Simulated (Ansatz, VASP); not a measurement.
## TiO2: VASP beside Ansatz

POSCAR

```
TiO2
1.0
    0.0000000000      2.3968272579      2.3968272579
    2.3968272579      0.0000000000      2.3968272579
    2.3968272579      2.3968272579      0.0000000000
Ti O
1 2
Direct
    0.0000000000      0.0000000000      0.0000000000
    0.2500000000      0.2500000000      0.2500000000
    0.7500000000      0.7500000000      0.7500000000
```

The input INCAR.step1:

```
SYSTEM = TiO2
PREC     = Accurate       ! precision mode
ENCUT    = 520            ! plane-wave cutoff, eV
ISMEAR   = 0              ! smearing method
SIGMA    = 0.01           ! smearing width, eV
LREAL    = .False.        ! projectors in reciprocal space
LASPH    = .True.         ! aspherical terms in the spheres
NELM     = 80             ! most SCF steps
NBANDS   = 19             ! bands
GGA      = PE             ! functional
ALGO     = Normal         ! electronic algorithm
EDIFF    = 1E-4           ! SCF threshold, eV
LWAVE    = .True.         ! write WAVECAR
LCHARG   = .False.        ! write CHGCAR
```

INCAR.step2

```
SYSTEM = TiO2
PREC     = Accurate       ! precision mode
ENCUT    = 520            ! plane-wave cutoff, eV
EDIFF    = 1E-6           ! SCF threshold, eV
ISMEAR   = 0              ! smearing method
SIGMA    = 0.01           ! smearing width, eV
LREAL    = .False.        ! projectors in reciprocal space
LASPH    = .True.         ! aspherical terms in the spheres
NELM     = 80             ! most SCF steps
ALGO     = Normal         ! electronic algorithm
ISIF     = 2              ! what is computed and relaxed
LWAVE    = .False.        ! write WAVECAR
LCHARG   = .True.         ! write CHGCAR
METAGGA  = R2SCAN         ! meta-GGA
LMIXTAU  = .True.       
LELF     = .True.         ! ELF
LVHAR    = .True.       
NBANDS   = 19             ! bands
ISTART   = 1
```

KPOINTS

```
Automatic mesh
0
Gamma
  2 2 2
  0 0 0
```

Input for Ansatz:

```yaml
crystal:
  lattice:
    - [0.0, 2.3968272579, 2.3968272579]
    - [2.3968272579, 0.0, 2.3968272579]
    - [2.3968272579, 2.3968272579, 0.0]
  atoms:
    - { symbol: Ti, position: [0.0, 0.0, 0.0] }
    - { symbol: O, position: [0.25, 0.25, 0.25] }
    - { symbol: O, position: [0.75, 0.75, 0.75] }
kpoints:
  mp_grid: { grid: [2, 2, 2] }
hamiltonian:
  xc: r2scan
scf:
  occupations: { method: fixed }
  n_extra_bands: 4
output:
  forces: true
  stress: true
  eigenvalues: true
```

Alike in both runs: task single point; functional r2SCAN; k mesh 2 × 2 × 2; no spin polarisation.

```csv
,VASP,Ansatz
version,VASP 6.6.1,Ansatz 0.2.0
potentials or method,"VASP PAW PBE potentials, release 64 (Ti_sv, O)",plane waves
plane-wave cutoff (eV),520,500
occupations,"gaussian, width 0.01 eV",fixed
valence electrons in the cell,24,24
```

Ansatz gave:

```
gap on the k mesh at the Fermi level (eV) : 1.05
pressure (GPa)                            : 4.0
```

Estimate VASP's values.

gap on the k mesh at the Fermi level (eV): 1.10; pressure (GPa): 5.5.

VASP's potentials were made for PBE, not for r2SCAN. Ansatz's warnings: metallic iterate.

The k mesh is coarse, so the values compare programs but aren't converged.
